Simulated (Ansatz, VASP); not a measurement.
**WSe2: VASP beside Ansatz**

INCAR

```
ALGO     = Normal         # electronic algorithm
EDIFF    = 1E-6           # SCF threshold, eV
ENCUT    = 520            # plane-wave cutoff, eV
GGA      = PE             # functional
ISIF     = 2              # what is computed and relaxed
ISMEAR   = 0              # smearing method
IVDW     = 12             # dispersion correction
LASPH    = T              # aspherical terms in the spheres
LCHARG   = T              # write CHGCAR
LELF     = T              # ELF
LREAL    = F              # projectors in reciprocal space
LVHAR    = T            
LWAVE    = F              # write WAVECAR
NBANDS   = 20             # bands
NELM     = 100            # most SCF steps
PREC     = Accurate       # precision mode
SIGMA    = 0.05           # smearing width, eV
```

KPOINTS

```
k-points
0
Gamma
  9 9 4
```

File POSCAR:

```
WSe2
1.0
    3.2329475091      0.0000000000      0.0000000000
   -1.6164737546      2.7998146720      0.0000000000
    0.0000000000      0.0000000000      7.2065632926
W Se
1 2
Direct
    0.0000000000      0.0000000000      0.0000000000
    0.3333333333      0.6666666667      0.2524432937
    0.3333333333      0.6666666667      0.7475567063
```

Input for Ansatz:

```yaml
crystal:
  lattice:
    - [3.2329475091, 0.0, 0.0]
    - [-1.6164737546, 2.799814672, 0.0]
    - [0.0, 0.0, 7.2065632926]
  atoms:
    - { symbol: W, position: [0.0, 0.0, 0.0] }
    - { symbol: Se, position: [0.3333333333, 0.6666666667, 0.2524432937] }
    - { symbol: Se, position: [0.3333333333, 0.6666666667, 0.7475567063] }
basis:
  ecutwfc: 420
kpoints:
  mp_grid: { grid: [9, 9, 4] }
hamiltonian:
  xc: pbe
  pseudopotentials: { kind: paw, azcp: { folder: soft_1 } }
  dispersion: d3bj
scf:
  occupations: { method: gaussian, width: 0.05 }
output:
  forces: true
  stress: true
  eigenvalues: true
```

Alike in both runs: task single point; functional PBE; dispersion D3(BJ); k mesh 9 × 9 × 4; occupations gaussian, width 0.05 eV; no spin polarisation.

```csv
,VASP,Ansatz
version,VASP 6.6.1,Ansatz 0.2.0
potentials or method,"VASP PAW PBE potentials, release 64 (W_sv, Se), cutoff 520 eV","scalar-relativistic, plane waves, PAW"
valence electrons in the cell,26,46
```

|  | VASP | Ansatz | Ansatz less VASP |
| --- | --- | --- | --- |
| gap on the k mesh at the Fermi level (eV) | 0.89 | 0.89 | 0.000 |
| least direct gap on the mesh (eV) | 1.70 | 1.70 | 0.000 |
| pressure (GPa) | -6.3 | -6.6 | -0.23 |
| traceless stress, the component that is largest in VASP (GPa) | -8.80 | -8.87 | -0.070 |
| rms of the force components (eV/Å) | 0.809 | 0.825 | +0.0165 |

Atom by atom the forces differ by 0.016 eV/Å (rms over components). VASP's potentials hold 26 valence electrons a cell and Ansatz's 46, so a difference there can come from the potentials and not from the codes.

Neither program's run includes spin-orbit coupling.
